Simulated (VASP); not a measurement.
# FeO (P6_3mc) in VASP: relaxation of cell and atoms with PBE

Aim: the relaxation of cell and atoms of FeO with PBE.

Program: VASP 6.6.1. These are calculated values, not measurements. Logs are shortened: lines on timing, memory, paths and dates and some standing lists are left out, and cuts for length are marked.

### Step 1. The cell of the first run

The structure is hexagonal, space group P6_3mc (No. 186). The conventional cell has a = 3.180 Å, b = 3.180 Å, c = 5.093 Å, α = 90.00°, β = 90.00°, γ = 120.00°. Within 2.6 Å of Fe (site symmetry 3m) lie 4 O at 1.93 to 1.95 Å. Within 2.6 Å of O (site symmetry 3m) lie 4 Fe at 1.93 to 1.95 Å.

### Step 2. Relaxation of cell and atoms, PBE, collinear spin, ferromagnetic start

INCAR reads:

```
SYSTEM = FeO
ALGO = Normal
EDIFF = 1E-7
EDIFFG = -0.04
ENCUT = 600
GGA = PE
IBRION = 2
ISIF = 3
ISMEAR = 0
ISPIN = 2
LASPH = .TRUE.
LCHARG = .FALSE.
LMAXMIX = 4
LORBIT = 11
LREAL = .FALSE.
LWAVE = .FALSE.
MAGMOM = 3.53 3.53 0.35 0.35
NELM = 150
NSW = 90
PREC = Accurate
SIGMA = 0.1
```

KPOINTS reads:

```
k-points
0
G
  6 6 4
  0 0 0
```

POSCAR reads:

```
FeO
1.0
    3.1802776968      0.0000000000      0.0000000000
   -1.5901388484      2.7542012765      0.0000000000
    0.0000000000      0.0000000000      5.0931050588
Fe O
2 2
Direct
    0.3333333333      0.6666666667      0.0000000000
    0.6666666667      0.3333333333      0.5000000000
    0.3333333333      0.6666666667      0.3821000000
    0.6666666667      0.3333333333      0.8821000000
```

Potentials or basis: VASP PAW PBE potentials, release 64 (Fe, O).

Started as:

```console
$ cat potpaw_PBE.64/Fe/POTCAR potpaw_PBE.64/O/POTCAR > POTCAR
$ mpirun -np 1 vasp_std > vasp.out
```

OUTCAR:

```text
SYSTEM = FeO
   EDIFF = 1E-7
   EDIFFG = -0.04
   ENCUT = 600
   GGA = PE
   IBRION = 2
   ISIF = 3
   ISMEAR = 0
   ISPIN = 2
   LASPH = .TRUE.
   LORBIT = 11
   LREAL = .FALSE.
   NELM = 150
   NSW = 90
   PREC = Accurate

 ion  position               nearest neighbor table
   1  0.333  0.667  0.000-   4 1.93   4 1.93   4 1.93   3 1.95
   2  0.667  0.333  0.500-   3 1.93   3 1.93   3 1.93   4 1.95
   3  0.333  0.667  0.382-   2 1.93   2 1.93   2 1.93   1 1.95
   4  0.667  0.333  0.882-   1 1.93   1 1.93   1 1.93   2 1.95

  LATTYP: Found a hexagonal cell.
 ALAT       =     3.1802776968
 C/A-ratio  =     1.6014655148

  Lattice vectors:

 A1 = (   3.1802776968,   0.0000000000,   0.0000000000)
 A2 = (  -1.5901388484,   2.7542012765,   0.0000000000)
 A3 = (   0.0000000000,   0.0000000000,   5.0931050588)

Analysis of symmetry for initial positions (statically):
=====================================================================
 Subroutine PRICEL returns:
 Original cell was already a primitive cell.

 Routine SETGRP: Setting up the symmetry group for a
 hexagonal supercell.

 Subroutine GETGRP returns: Found 12 space group operations
 (whereof  6 operations were pure point group operations)
 out of a pool of 24 trial point group operations.

The static configuration has the point symmetry C_3v.
 The point group associated with its full space group is C_6v.

Analysis of symmetry for dynamics (positions and initial velocities):
=====================================================================
 Subroutine PRICEL returns:
 Original cell was already a primitive cell.

 Routine SETGRP: Setting up the symmetry group for a
 hexagonal supercell.

 Subroutine GETGRP returns: Found 12 space group operations
 (whereof  6 operations were pure point group operations)
 out of a pool of 24 trial point group operations.

The dynamic configuration has the point symmetry C_3v.
 The point group associated with its full space group is C_6v.

Analysis of structural, dynamic, and magnetic symmetry:
=====================================================================
 Subroutine PRICEL returns:
 Original cell was already a primitive cell.

 Routine SETGRP: Setting up the symmetry group for a
 hexagonal supercell.

 Subroutine GETGRP returns: Found 12 space group operations
 (whereof  6 operations were pure point group operations)
 out of a pool of 24 trial point group operations.

The overall configuration has the point symmetry C_3v.
 The point group associated with its full space group is C_6v.

 Subroutine INISYM returns: Found 12 space group operations
 (whereof  6 operations are pure point group operations),
 and found     1 'primitive' translations

----------------------------------------------------------------------------------------

                                     Primitive cell
[... 114 lines left out ...]
  Thomas-Fermi vector in A             =   2.524510
   LORBIT       =     11    0 simple, 1 ext, 2 COOP (PROOUT), +10 PAW based schemes
   GGA     = PE    functional components
   LHFCALC =     F    Hartree Fock is set to
   AEXX    =    0.0000 exact exchange contribution
   IVDW    =     0    specifies the selected vdW correction
   LEPSILON=     F    determine dielectric tensor
   LRPA    =     F    only Hartree local field effects (RPA)
 conjugate gradient relaxation of ions
 spin polarized calculation
 Gauss-broadening in eV      SIGMA  =   0.10
  energy-cutoff  :      600.00
  volume of cell :       44.61
 maximum number of plane-waves:      1508
 NGX is ok and might be reduce to    28
   NGX = 13   NGY = 13   NGZ = 21

--------------------------------------- Ionic step        1  -------------------------------------------

 number of electron      27.9999997 magnetization       7.9156928

 Free energy of the ion-electron system (eV)
  ---------------------------------------------------
  ext. energy  EPLUGINS =         0.00000000
  ---------------------------------------------------
  free energy    TOTEN  =       -29.58237645 eV

  energy without entropy =      -29.56558601  energy(sigma->0) =      -29.57398123

 E-fermi :   5.2155     XC(G=0): -11.3517

 val. band max:        5.1873069505   @ k =   0.1667   0.0000   0.0000
 cond. band min:       5.2398365982   @ k =   0.1667   0.1667   0.0000
 fundamental gap:      0.0525296477
 Fermi energy:         5.2154892373

 spin component 1

 k-point     1 :       0.0000    0.0000    0.0000
  band No.  band energies     occupation
      1     -15.6698      1.00000
      2     -14.9901      1.00000
      3      -2.5940      1.00000
      4      -1.8416      1.00000
      5      -1.8416      1.00000
      6      -1.6878      1.00000
[... 1149 lines left out ...]
  FREE ENERGIE OF THE ION-ELECTRON SYSTEM (eV)
  ---------------------------------------------------
  free  energy   TOTEN  =       -29.8065707849 eV

  energy  without entropy=      -29.7878751147  energy(sigma->0) =      -29.79722295

[... ionic steps 4 to 14 ...]

--------------------------------------- Ionic step       15  -------------------------------------------

 number of electron      27.9999996 magnetization       8.0000127

------------------------ aborting loop because EDIFF is reached ----------------------------------------
[... 71 lines left out ...]
--------------------------------------- Ionic step       17  -------------------------------------------

 number of electron      27.9999995 magnetization       7.9999996

 Free energy of the ion-electron system (eV)
  ---------------------------------------------------
  ext. energy  EPLUGINS =         0.00000000
  ---------------------------------------------------
  free energy    TOTEN  =       -29.92732105 eV

  energy without entropy =      -29.91821133  energy(sigma->0) =      -29.92276619

 E-fermi :   4.3248     XC(G=0): -11.0354

 val. band max:        4.3237746211   @ k =   0.1667   0.0000   0.5000
 cond. band min:       4.3629578191   @ k =   0.1667   0.0000   0.0000
 fundamental gap:      0.0391831980
 Fermi energy:         4.3248438729

 spin component 1

 k-point     1 :       0.0000    0.0000    0.0000
  band No.  band energies     occupation
      1     -15.7793      1.00000
      2     -15.2722      1.00000
      3      -3.1603      1.00000
      4      -2.5685      1.00000
      5      -1.6964      1.00000
      6      -1.6964      1.00000
[... 1073 lines left out ...]
  FREE ENERGIE OF THE ION-ELECTRON SYSTEM (eV)
  ---------------------------------------------------
  free  energy   TOTEN  =       -29.9273210541 eV

  energy  without entropy=      -29.9182113289  energy(sigma->0) =      -29.92276619

 reached required accuracy - stopping structural energy minimisation

 total charge

# of ion       s       p       d       tot
------------------------------------------
    1        0.339   0.442   6.063   6.843
    2        0.339   0.442   6.063   6.843
    3        1.552   3.452   0.000   5.004
    4        1.552   3.452   0.000   5.004
--------------------------------------------------
tot          3.782   7.787  12.126  23.695

 magnetization (x)

# of ion       s       p       d       tot
------------------------------------------
    1        0.026   0.046   3.511   3.583
    2        0.026   0.046   3.511   3.583
    3        0.020   0.288   0.000   0.308
    4        0.020   0.288   0.000   0.308
--------------------------------------------------
tot          0.093   0.669   7.021   7.783
```

Wall time 8.1 min (1 thread of Intel Xeon Platinum 8488C (Sapphire Rapids), shared host); peak memory 0.23 GiB.

What came out:

- Free energy: -29.9273 eV
- Relaxed volume: 11.94 Å³/atom
- Relaxed cell: a = 3.107 Å, b = 3.107 Å, c = 5.714 Å, α = 90.00°, β = 90.00°, γ = 120.00°
- Space group after relaxing (to 0.1 Å): P6_3mc (No. 186)
- Energy gained by relaxing: 86.2 meV/atom
- Ionic steps: 17
- Pressure after relaxing: -0.2 GPa
- Largest force after relaxing: 0.036 eV/Å
- Band gap on the k mesh: zero (filled and empty bands overlap)
- Net moment: 8.00 μB per cell
- Site moments: Fe +3.58; O +0.31 μB
- Valence electrons inside the program's atomic spheres: Fe 6.84; O 5.00

Forces on the atoms (eV/Å):
```
Fe   0.000  0.000  0.036
Fe   0.000  0.000  0.036
O    0.000  0.000 -0.036
O    0.000  0.000 -0.036
```

Step by step:
| step | energy change (eV) | largest force (eV/Å) | pressure (GPa) | volume (Å³) |
| --- | --- | --- | --- | --- |
| 1 | 0.0000 | 0.2246 | 16.50 | 44.61 |
| 2 | -0.1393 | 0.1616 | -8.04 | 52.44 |
| 3 | -0.2242 | 0.1853 | -0.28 | 49.24 |
| 4 | -0.2242 | 0.1862 | -0.02 | 49.15 |
| 5 | -0.2325 | 0.1825 | -0.05 | 49.15 |
| 6 | -0.2587 | 0.0951 | -0.24 | 49.14 |
| 7 | -0.2797 | 0.3713 | -0.64 | 49.10 |
| 8 | -0.2811 | 0.3773 | -0.69 | 49.09 |
| 9 | -0.2850 | 0.3983 | -0.79 | 49.07 |
| 10 | -0.2913 | 0.4521 | -1.00 | 49.03 |
| 11 | -0.2959 | 0.5885 | -1.46 | 48.93 |
| 12 | -0.3078 | 0.4954 | -1.57 | 48.85 |
| 13 | -0.3325 | 0.2346 | -1.79 | 48.59 |
| 14 | -0.3353 | 0.2189 | -1.69 | 48.06 |
| 15 | -0.3415 | 0.0234 | -1.82 | 48.31 |
| 16 | -0.3435 | 0.0284 | -1.19 | 48.09 |
| 17 | -0.3449 | 0.0361 | -0.21 | 47.77 |

Final structure:
```yaml
crystal:
  lattice:
    - [3.10713, 0.00000, 0.00000]
    - [-1.55356, 2.69085, 0.00000]
    - [0.00000, 0.00000, 5.71366]
  atoms:
    - { symbol: Fe, position: [0.33333, 0.66667, 0.02244] }
    - { symbol: Fe, position: [0.66667, 0.33333, 0.52244] }
    - { symbol: O, position: [0.33333, 0.66667, 0.35966] }
    - { symbol: O, position: [0.66667, 0.33333, 0.85966] }
```

Levels at points of the mesh, in eV from the Fermi level:
Spin up:
```csv
k point,band 14,band 15,band 16,band 17,band 18,band 19,band 20,band 21,band 22
"(0.00, 0.00, 0.00)",-1.41,-1.41,-0.99,-0.28,-0.28,0.27,5.14,5.74,11.80
"(0.50, 0.00, 0.00)",-2.57,-2.27,-2.12,-1.57,-0.66,4.97,5.50,6.15,9.19
"(0.00, 0.00, 0.50)",-2.14,-0.84,-0.84,-0.84,-0.84,2.06,2.06,8.89,8.89
"(0.50, 0.00, 0.50)",-2.70,-1.71,-1.71,-1.41,-1.41,4.71,4.71,7.47,7.47
```
Spin down:
```csv
k point,band 8,band 9,band 10,band 11,band 12,band 13
"(0.00, 0.00, 0.00)",-4.16,-0.29,-0.12,0.00,0.00,0.56
"(0.50, 0.00, 0.00)",-4.12,-0.83,-0.33,0.41,0.60,0.71
"(0.00, 0.00, 0.50)",-4.37,0.27,0.27,0.27,0.27,0.46
"(0.50, 0.00, 0.50)",-4.43,-0.34,-0.34,0.56,0.56,0.72
```

Caveat: the k points lie up to 0.39 Å⁻¹ apart in the final cell; semilocal functionals often make such compounds metallic where correlation or magnetic order opens a gap, which also shifts bond lengths; only a ferromagnetic start was run, and an antiferromagnetic order may lie lower in energy. With open d or f shells a metallic result of PBE can be an artefact of self-interaction; +U or a hybrid may open a gap.
